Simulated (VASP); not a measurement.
# InP (F-43m) in VASP: a series of runs

Runs on InP. Level: r2SCAN. Tasks: relaxation of the atoms.

All numbers are computed with VASP 6.6.1; they aren't measurements. Logs are shortened: lines on timing, memory, paths and dates and some standing lists are left out, and cuts for length are marked.

## 1. The cell of the first run

It takes space group F-43m (No. 216, cubic). The conventional cell has a = 5.986 Å, b = 5.986 Å, c = 5.986 Å, α = 90.00°, β = 90.00°, γ = 90.00°. Within 3.4 Å of In (site symmetry -43m) lie 4 P at 2.59 Å. P (site symmetry -43m) has 4 In at 2.59 Å within 3.4 Å.

## 2. Relaxation of the atoms, r2SCAN

Contents of POSCAR:

```
InP
1.0
    0.0000000000      2.9927703000      2.9927703000
    2.9927703000      0.0000000000      2.9927703000
    2.9927703000      2.9927703000      0.0000000000
In P
1 1
Direct
    0.0000000000      0.0000000000      0.0000000000
    0.2500000000      0.2500000000      0.2500000000
```

Contents of INCAR.step1:

```
PREC = Accurate
ENCUT = 520
ISMEAR = -1
SIGMA = 0.02
LREAL = False
LASPH = True
NELM = 80
GGA = PE
ALGO = Normal
EDIFF = 1E-4
LWAVE = True
LCHARG = False
```

Contents of INCAR.step2:

```
PREC = Accurate
ENCUT = 520
EDIFF = 1E-6
ISMEAR = -1
SIGMA = 0.02
LREAL = False
LASPH = True
NELM = 80
ALGO = Normal
ISIF = 2
LWAVE = False
LCHARG = False
METAGGA = R2SCAN
LMIXTAU = True
IBRION = 2
NSW = 50
EDIFFG = -0.01
ISTART = 1
```

Contents of KPOINTS:

```
regular mesh
0
Gamma
  8 8 8
```

Potentials or basis: VASP PAW PBE potentials, release 64 (In_d, P).

Launch:

```bash
> cat potpaw_PBE.64/In_d/POTCAR potpaw_PBE.64/P/POTCAR > POTCAR
> cp INCAR.step1 INCAR
> mpirun -np 1 vasp_std > vasp.out
> cp INCAR.step2 INCAR
> mpirun -np 1 vasp_std > vasp.out
```

OUTCAR:

```text
PREC = Accurate
   ENCUT = 520
   EDIFF = 1E-6
   ISMEAR = -1
   LREAL = False
   LASPH = True
   NELM = 80
   ISIF = 2
   METAGGA = R2SCAN
   IBRION = 2
   NSW = 50
   EDIFFG = -0.01
   ISTART = 1

 ion  position               nearest neighbor table
   1  0.000  0.000  0.000-   2 2.59   2 2.59   2 2.59   2 2.59
   2  0.250  0.250  0.250-   1 2.59   1 2.59   1 2.59   1 2.59

  LATTYP: Found a face centered cubic cell.
 ALAT       =     5.9855406000

  Lattice vectors:

 A1 = (   0.0000000000,   2.9927703000,   2.9927703000)
 A2 = (   2.9927703000,   0.0000000000,   2.9927703000)
 A3 = (   2.9927703000,   2.9927703000,   0.0000000000)

Analysis of symmetry for initial positions (statically):
=====================================================================
 Subroutine PRICEL returns:
 Original cell was already a primitive cell.

 Routine SETGRP: Setting up the symmetry group for a
 face centered cubic supercell.

 Subroutine GETGRP returns: Found 24 space group operations
 (whereof 24 operations were pure point group operations)
 out of a pool of 48 trial point group operations.

The static configuration has the point symmetry T_d .

Analysis of symmetry for dynamics (positions and initial velocities):
=====================================================================
 Subroutine PRICEL returns:
 Original cell was already a primitive cell.

 Routine SETGRP: Setting up the symmetry group for a
 face centered cubic supercell.

 Subroutine GETGRP returns: Found 24 space group operations
 (whereof 24 operations were pure point group operations)
 out of a pool of 48 trial point group operations.

The dynamic configuration has the point symmetry T_d .

 Subroutine INISYM returns: Found 24 space group operations
 (whereof 24 operations are pure point group operations),
 and found     1 'primitive' translations

----------------------------------------------------------------------------------------

                                     Primitive cell

  volume of cell :      53.6105

  direct lattice vectors                    reciprocal lattice vectors
     0.000000000  2.992770300  2.992770300    -0.167069287  0.167069287  0.167069287
     2.992770300  0.000000000  2.992770300     0.167069287 -0.167069287  0.167069287
     2.992770300  2.992770300  0.000000000     0.167069287  0.167069287 -0.167069287

  length of vectors
     4.232416347  4.232416347  4.232416347     0.289372493  0.289372493  0.289372493

  position of ions in fractional coordinates (direct lattice)
     0.000000000  0.000000000  0.000000000
     0.250000000  0.250000000  0.250000000

  ion indices of the primitive-cell ions
   primitive index   ion index
                 1           1
                 2           2

----------------------------------------------------------------------------------------

 KPOINTS: regular mesh

Automatic generation of k-mesh.
 Grid dimensions read from file:
 generate k-points for:    8    8    8

 Generating k-lattice:

  Cartesian coordinates                     Fractional coordinates (reciprocal lattice)
    -0.020883661  0.020883661  0.020883661     0.125000000  0.000000000  0.000000000
     0.020883661 -0.020883661  0.020883661     0.000000000  0.125000000  0.000000000
     0.020883661  0.020883661 -0.020883661     0.000000000  0.000000000  0.125000000

  Length of vectors
     0.036171562  0.036171562  0.036171562

  Shift w.r.t. Gamma in fractional coordinates (k-lattice)
     0.000000000  0.000000000  0.000000000

 Subroutine IBZKPT returns following result:
 ===========================================

 Found     29 irreducible k-points:

 Following reciprocal coordinates:
            Coordinates               Weight
  0.000000  0.000000  0.000000      1.000000
  0.125000  0.000000  0.000000      8.000000
  0.250000  0.000000  0.000000      8.000000
  0.375000  0.000000  0.000000      8.000000
  0.500000  0.000000  0.000000      4.000000
  0.125000  0.125000  0.000000      6.000000
[... 16 lines left out ...]
  0.500000  0.250000  0.125000     48.000000
 -0.375000  0.250000  0.125000     24.000000
 [... further k-points ...]
   k-points           NKPTS =     29   k-points in BZ     NKDIM =     29   number of bands    NBANDS=     13
   number of dos      NEDOS =    301   number of ions     NIONS =      2
   total plane-waves  NPLWV =  32768
   dimension x,y,z NGX =    32 NGY =   32 NGZ =   32
   dimension x,y,z NGXF=    64 NGYF=   64 NGZF=   64
   ions per type =               1   1
   NGX,Y,Z   is equivalent  to a cutoff of  12.57, 12.57, 12.57 a.u.
   NGXF,Y,Z  is equivalent  to a cutoff of  25.14, 25.14, 25.14 a.u.
 SYSTEM =  unknown system
   PREC   = accura    normal or accurate (medium, high low for compatibility)
   ISTART =      1    job   : 0-new  1-cont  2-samecut
   ICHARG =      0    charge: 1-file 2-atom 10-const
   ISPIN  =      1    spin polarized calculation?
   LNONCOLLINEAR =      F non collinear calculations
   LSORBIT =      F    spin-orbit coupling
   LASPH  =      T    aspherical Exc in radial PAW
   ENCUT  =  520.0 eV  38.22 Ry    6.18 a.u.   7.87  7.87  7.87*2*pi/ulx,y,z
   NELM   =     80;   NELMIN=  2; NELMDL=  0     # of ELM steps
   EDIFF  = 0.1E-05   stopping-criterion for ELM
   LREAL  =      F    real-space projection
   EDIFFG = -.1E-01   stopping-criterion for IOM
   NSW    =     50    number of steps for IOM
   IBRION =      2    ionic relax: 0-MD 1-quasi-New 2-CG
   NFREE  =      1    steps in history (QN), initial steepest desc. (CG)
   ISIF   =      2    stress and relaxation
   ISYM   =      2    0-nonsym 1-usesym 2-fastsym
   POTIM  = 0.5000    time-step for ionic-motion
   TEBEG  =    0.0;   TEEND  =   0.0 temperature during run
   PSTRESS=    0.0 pullay stress
   NELECT =      18.0000    total number of electrons
   NUPDOWN=      -1.0000    fix difference up-down
   EMIN   =  10.00;   EMAX   =-10.00  energy-range for DOS
   EFERMI =   0.00;   METHOD = LEGACY
   ISMEAR =    -1;   SIGMA  =   0.02  broadening in eV -4-tet -1-fermi 0-gaus
   EFERMI_NEDOS =   21; number of points for ismear=-14 and -15
   IALGO  =     38    algorithm
   IMIX   =      4    mixing-type and parameters
     AMIX     =   0.40;   BMIX     =  1.00
     AMIX_MAG =   1.60;   BMIX_MAG =  1.00
  volume/ion in A,a.u.               =      26.81       180.89
  Fermi-wavevector in a.u.,A,eV,Ry     =   1.137843  2.150211 17.615277  1.294686
  Thomas-Fermi vector in A             =   2.274548
   LORBIT       =      0    0 simple, 1 ext, 2 COOP (PROOUT), +10 PAW based schemes
   METAGGA = R2SCAN    functional components
   LHFCALC =     F    Hartree Fock is set to
   AEXX    =    0.0000 exact exchange contribution
   IVDW    =     0    specifies the selected vdW correction
   LEPSILON=     F    determine dielectric tensor
   LRPA    =     F    only Hartree local field effects (RPA)
 conjugate gradient relaxation of ions
 non-spin polarized calculation
  energy-cutoff  :      520.00
  volume of cell :       53.61
 maximum number of plane-waves:      1459
   NGX = 15   NGY = 15   NGZ = 15

 number of electron      18.0000000 magnetization

 Free energy of the ion-electron system (eV)
  ---------------------------------------------------
  ext. energy  EPLUGINS =         0.00000000
  ---------------------------------------------------
  free energy    TOTEN  =       -32.27995486 eV

  energy without entropy =      -32.27995486  energy(sigma->0) =      -32.27995486

 E-fermi :   4.7158     XC(G=0):  -9.5889

 val. band max:        4.3422823985   @ k =   0.0000   0.0000   0.0000
 cond. band min:       5.1408822480   @ k =   0.0000   0.0000   0.0000
 fundamental gap:      0.7985998495
 Fermi energy:         4.7158048468

 k-point     1 :       0.0000    0.0000    0.0000
  band No.  band energies     occupation
      1     -10.2065      2.00000
      2     -10.2065      2.00000
      3     -10.2065      2.00000
      4     -10.0594      2.00000
      5     -10.0594      2.00000
      6      -7.2316      2.00000
      7       4.3423      2.00000
      8       4.3423      2.00000
      9       4.3423      2.00000
     10       5.1409      0.00000
     11       8.7754      0.00000
     12       8.7754      0.00000
     13       8.7754      0.00000

 k-point     2 :       0.1250    0.0000    0.0000
  band No.  band energies     occupation
      1     -10.2229      2.00000
      2     -10.2000      2.00000
      3     -10.1999      2.00000
      4     -10.0592      2.00000
      5     -10.0592      2.00000
      6      -7.0617      2.00000
      7       2.8407      2.00000
      8       4.1703      2.00000
      9       4.1703      2.00000
     10       6.1059      0.00000
     11       8.8858      0.00000
     12       9.0420      0.00000
     13       9.0420      0.00000

 k-point     3 :       0.2500    0.0000    0.0000
  band No.  band energies     occupation
      1     -10.2607      2.00000
      2     -10.1858      2.00000
      3     -10.1858      2.00000
      4     -10.0571      2.00000
      5     -10.0571      2.00000
      6      -6.5903      2.00000
      7       0.9787      2.00000
      8       3.8210      2.00000
      9       3.8210      2.00000
     10       6.3183      0.00000
     11       9.4580      0.00000
     12       9.4580      0.00000
     13       9.9020      0.00000
[... 305 lines left out ...]
 k-point    23 :       0.5000    0.2500    0.1250
  band No.  band energies     occupation
      1     -10.3173      2.00000
      2     -10.1628      2.00000
      3     -10.1505      2.00000
      4     -10.0685      2.00000
      5     -10.0463      2.00000
      6      -5.6394      2.00000
      7      -0.5372      2.00000
      8       1.9390      2.00000
      9       2.9809      2.00000
     10       7.7213      0.00000
     11       8.8548      0.00000
     12       9.9493      0.00000
     13      11.3420      0.00000

 k-point    24 :      -0.3750    0.2500    0.1250
  band No.  band energies     occupation
      1     -10.3253      2.00000
      2     -10.1617      2.00000
      3     -10.1458      2.00000
      4     -10.0639      2.00000
      5     -10.0485      2.00000
      6      -5.3387      2.00000
      7      -1.0446      2.00000
      8       1.7926      2.00000
      9       2.8077      2.00000
     10       7.6866      0.00000
     11       8.8641      0.00000
     12      10.5133      0.00000
     13      11.8394      0.00000

 [... further k-points ...]

------------------------ aborting loop because EDIFF is reached ----------------------------------------

  FORCE on cell =-STRESS in cart. coord.  units (eV):
  Direction    XX          YY          ZZ          XY          YZ          ZX
  --------------------------------------------------------------------------------------
  -------------------------------------------------------------------------------------
  Total       -0.8706499     -0.8706499     -0.8706499     -0.0000000      0.0000000     -0.0000000
  in kB      -26.0198005    -26.0198005    -26.0198005     -0.0000000      0.0000000     -0.0000000
  external PRESSURE =     -26.0198005 kB  Pullay stress =       0.0000000 kB

 VOLUME and BASIS-vectors are now :
 -----------------------------------------------------------------------------
  energy-cutoff  :      520.00
  volume of cell :       53.61
      direct lattice vectors                 reciprocal lattice vectors
     0.000000000  2.992770300  2.992770300    -0.167069287  0.167069287  0.167069287
     2.992770300  0.000000000  2.992770300     0.167069287 -0.167069287  0.167069287
     2.992770300  2.992770300  0.000000000     0.167069287  0.167069287 -0.167069287

 POSITION                                       TOTAL-FORCE (eV/Angst)
 -----------------------------------------------------------------------------------
      0.00000      0.00000      0.00000         0.000000      0.000000     -0.000000
      1.49639      1.49639      1.49639        -0.000000     -0.000000      0.000000
 -----------------------------------------------------------------------------------
    total drift:                               -0.000003     -0.000003     -0.000003

  FREE ENERGIE OF THE ION-ELECTRON SYSTEM (eV)
  ---------------------------------------------------
  free  energy   TOTEN  =       -32.2799548556 eV

  energy  without entropy=      -32.2799548556  energy(sigma->0) =      -32.27995486

 reached required accuracy - stopping structural energy minimisation
```

It took 31 s on 1 thread of Intel Xeon Platinum 8488C (Sapphire Rapids), shared host; peak memory 0.19 GiB.

What came out:

```
Free energy             : -32.2800 eV
Pressure after relaxing : -2.6 GPa
Band gap on the k mesh  : 0.80 eV
```

Final structure:
```
CELL_PARAMETERS angstrom
0.00000 2.99277 2.99277
2.99277 0.00000 2.99277
2.99277 2.99277 0.00000
ATOMIC_POSITIONS crystal
In 0.00000 0.00000 0.00000
P 0.25000 0.25000 0.25000
```

Caveat: the relaxation stopped at its first step, so nothing moved; semilocal functionals underestimate gaps, and a narrow one can read as zero; the PAW data sets were made with another functional, which shifts forces and pressure a little; spin-orbit coupling is left out, which moves the levels of the heavy elements. r2SCAN opens gaps a little over a GGA but as a rule still falls short of measured ones.

## 3. Relaxation of the atoms, r2SCAN

This run uses another cell than the first one, of 27.32 Å³/atom.

Contents of POSCAR:

```
InP
1.0
    0.0000000000      3.0118330400      3.0118330400
    3.0118330400      0.0000000000      3.0118330400
    3.0118330400      3.0118330400      0.0000000000
In P
1 1
Direct
    0.0000000000      0.0000000000      0.0000000000
    0.2500000000      0.2500000000      0.2500000000
```

Contents of INCAR.step1:

```
ALGO = Normal
EDIFF = 1E-4
ENCUT = 520
GGA = PE
ISMEAR = -1
LASPH = T
LCHARG = F
LREAL = F
LWAVE = T
NELM = 100
PREC = Accurate
SIGMA = 0.02
```

Contents of INCAR.step2:

```
ALGO = Normal
EDIFF = 1E-6
EDIFFG = -0.01
ENCUT = 520
IBRION = 2
ISIF = 2
ISMEAR = -1
ISTART = 1
LASPH = T
LCHARG = F
LMIXTAU = T
LREAL = F
LWAVE = F
METAGGA = R2SCAN
NELM = 100
NSW = 50
PREC = Accurate
SIGMA = 0.02
```

Contents of KPOINTS:

```
k-points
0
Gamma
  8 8 8
```

Potentials or basis: VASP PAW PBE potentials, release 64 (In_d, P).

Launch:

```bash
> cat potpaw_PBE.64/In_d/POTCAR potpaw_PBE.64/P/POTCAR > POTCAR
> cp INCAR.step1 INCAR
> mpirun -np 1 vasp_std > vasp.out
> cp INCAR.step2 INCAR
> mpirun -np 1 vasp_std > vasp.out
```

OUTCAR:

```text
EDIFF = 1E-6
   EDIFFG = -0.01
   ENCUT = 520
   IBRION = 2
   ISIF = 2
   ISMEAR = -1
   ISTART = 1
   LASPH = T
   LREAL = F
   METAGGA = R2SCAN
   NELM = 100
   NSW = 50
   PREC = Accurate

 ion  position               nearest neighbor table
   1  0.000  0.000  0.000-   2 2.61   2 2.61   2 2.61   2 2.61
   2  0.250  0.250  0.250-   1 2.61   1 2.61   1 2.61   1 2.61

  LATTYP: Found a face centered cubic cell.
 ALAT       =     6.0236660800

  Lattice vectors:

 A1 = (   0.0000000000,   3.0118330400,   3.0118330400)
 A2 = (   3.0118330400,   0.0000000000,   3.0118330400)
 A3 = (   3.0118330400,   3.0118330400,   0.0000000000)

Analysis of symmetry for initial positions (statically):
=====================================================================
 Subroutine PRICEL returns:
 Original cell was already a primitive cell.

 Routine SETGRP: Setting up the symmetry group for a
 face centered cubic supercell.

 Subroutine GETGRP returns: Found 24 space group operations
 (whereof 24 operations were pure point group operations)
 out of a pool of 48 trial point group operations.

[... 177 lines left out ...]
      7       4.1499      2.00000
      8       4.1499      2.00000
      9       4.1499      2.00000
     10       4.8367      0.00000
     11       8.5772      0.00000
     12       8.5772      0.00000
     13       8.5772      0.00000
[... 354 lines left out ...]
  band No.  band energies     occupation
      1     -10.4836      2.00000
      2     -10.3315      2.00000
      3     -10.3166      2.00000
      4     -10.2391      2.00000
      5     -10.2248      2.00000
      6      -5.4796      2.00000
      7      -1.1564      2.00000
      8       1.6617      2.00000
      9       2.6592      2.00000
     10       7.4304      0.00000
     11       8.6756      0.00000
     12      10.2737      0.00000
     13      11.5815      0.00000

 [... further k-points ...]

------------------------ aborting loop because EDIFF is reached ----------------------------------------

  FORCE on cell =-STRESS in cart. coord.  units (eV):
  Direction    XX          YY          ZZ          XY          YZ          ZX
  --------------------------------------------------------------------------------------
  -------------------------------------------------------------------------------------
  Total       -1.2375254     -1.2375254     -1.2375254      0.0000000      0.0000000     -0.0000000
  in kB      -36.2862456    -36.2862456    -36.2862456      0.0000000      0.0000000     -0.0000000
  external PRESSURE =     -36.2862456 kB  Pullay stress =       0.0000000 kB

 VOLUME and BASIS-vectors are now :
 -----------------------------------------------------------------------------
  energy-cutoff  :      520.00
  volume of cell :       54.64
      direct lattice vectors                 reciprocal lattice vectors
     0.000000000  3.011833040  3.011833040    -0.166011858  0.166011858  0.166011858
     3.011833040  0.000000000  3.011833040     0.166011858 -0.166011858  0.166011858
     3.011833040  3.011833040  0.000000000     0.166011858  0.166011858 -0.166011858

 POSITION                                       TOTAL-FORCE (eV/Angst)
 -----------------------------------------------------------------------------------
      0.00000      0.00000      0.00000         0.000000      0.000000      0.000000
      1.50592      1.50592      1.50592        -0.000000     -0.000000     -0.000000
 -----------------------------------------------------------------------------------
    total drift:                               -0.000003     -0.000003     -0.000003

  FREE ENERGIE OF THE ION-ELECTRON SYSTEM (eV)
  ---------------------------------------------------
  free  energy   TOTEN  =       -32.2603975678 eV

  energy  without entropy=      -32.2603975676  energy(sigma->0) =      -32.26039757

 reached required accuracy - stopping structural energy minimisation
```

OSZICAR.step1:

```text
N       E                     dE             d eps       ncg     rms          rms(c)
DAV:   1     0.110645966545E+03    0.11065E+03   -0.86331E+03   759   0.149E+03
DAV:   2    -0.363225882346E+00   -0.11101E+03   -0.10825E+03   799   0.320E+02
DAV:   3    -0.854560076196E+01   -0.81824E+01   -0.81201E+01   989   0.915E+01
DAV:   4    -0.877420056959E+01   -0.22860E+00   -0.22842E+00   894   0.172E+01
DAV:   5    -0.878603879297E+01   -0.11838E-01   -0.11838E-01  1111   0.346E+00    0.499E+00
DAV:   6    -0.841459594245E+01    0.37144E+00   -0.75078E-01  1112   0.145E+01    0.307E+00
DAV:   7    -0.839475733110E+01    0.19839E-01   -0.17439E-01  1049   0.334E+00    0.116E+00
DAV:   8    -0.839531841490E+01   -0.56108E-03   -0.13850E-02   952   0.167E+00    0.284E-01
DAV:   9    -0.839606921279E+01   -0.75080E-03   -0.21637E-03   950   0.679E-01    0.173E-01
DAV:  10    -0.839612576392E+01   -0.56551E-04   -0.16650E-04   721   0.116E-01
   1 F= -.83961258E+01 E0= -.83961242E+01  d E =-.315749E-05
```

Wall time 29 s (1 thread of Intel Xeon Platinum 8488C (Sapphire Rapids), shared host); peak memory 0.19 GiB.

Results:

```yaml
Free_energy: -32.2604 eV
Pressure_after_relaxing: -3.6 GPa
Band_gap_on_the_k_mesh: 0.69 eV
```

Final structure:
```
In P
1.0
     0.00000    3.01183    3.01183
     3.01183    0.00000    3.01183
     3.01183    3.01183    0.00000
In P
1 1
Cartesian
  0.0000 0.0000 0.0000
  1.5059 1.5059 1.5059
```

Levels at points of the mesh, in eV from the valence-band top:
```tsv
k point	band 5	band 6	band 7	band 8	band 9	band 10	band 11	band 12	band 13
(0.00, 0.00, 0.00)	-14.38	-11.45	0.00	0.00	0.00	0.69	4.43	4.43	4.43
(0.50, 0.00, 0.00)	-14.38	-9.91	-5.46	-0.89	-0.89	1.64	5.14	5.14	7.34
(0.50, 0.50, 0.00)	-14.36	-9.33	-5.53	-2.14	-2.14	2.13	2.53	9.34	9.73
```

Caveat: the relaxation stopped at its first step, so nothing moved; semilocal functionals underestimate gaps, and a narrow one can read as zero; the PAW data sets were made with another functional, which shifts forces and pressure a little; spin-orbit coupling is left out, which moves the levels of the heavy elements.
